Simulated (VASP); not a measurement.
Input of a VASP 6.6.1 run:

File POSCAR:

```
Ta
1.0
   -1.7833824000      1.7833824000      1.5191776000
    1.7833824000     -1.7833824000      1.5191776000
    1.7833824000      1.7833824000     -1.5191776000
Ta
1
Direct
    0.0000000000      0.0000000000      0.0000000000
```

The input INCAR.step1:

```
  PREC = Accurate
  ENCUT = 520
  ISMEAR = 0
  SIGMA = 0.15
  LREAL = False
  LASPH = True
  NELM = 60
  NBANDS = 12
  GGA = PE
  ALGO = Normal
  EDIFF = 1E-4
  LWAVE = True
  LCHARG = False
```

File INCAR.step2:

```
  PREC = Accurate
  ENCUT = 520
  EDIFF = 1E-6
  ISMEAR = 0
  SIGMA = 0.15
  LREAL = False
  LASPH = True
  NELM = 60
  ALGO = Normal
  ISIF = 2
  LWAVE = False
  LCHARG = True
  METAGGA = R2SCAN
  LMIXTAU = True
  LELF = True
  LVHAR = True
  NBANDS = 12
  ISTART = 1
```

KPOINTS

```
Automatic mesh
0
Gamma
  20 20 20
```

Potentials or basis: VASP PAW PBE potentials, release 64 (Ta_pv).

Launch:

```sh
$ cat potpaw_PBE.64/Ta_pv/POTCAR > POTCAR
$ cp INCAR.step1 INCAR
$ mpirun -np 1 vasp_std > vasp.out
$ cp INCAR.step2 INCAR
$ mpirun -np 1 vasp_std > vasp.out
```

Question: What does it give for the pressure?

Answer: -9.5 GPa.

Question: Predict the band gap on the k mesh.

Answer: Zero (an odd number of electrons rules out a gap without spin polarisation).

Stress tensor (GPa, compression positive):
```
-12.10   0.00   0.00
  0.00 -12.10   0.00
  0.00   0.00  -4.19
```

Caveat: the cell differs from its parent crystal (strain +0.080 along x and y, -0.080 along z); the stress differs along the axes, from -12 to -4 GPa; the PAW data sets were made with another functional, which shifts forces and pressure a little; spin-orbit coupling is left out, which moves the levels of the heavy elements.
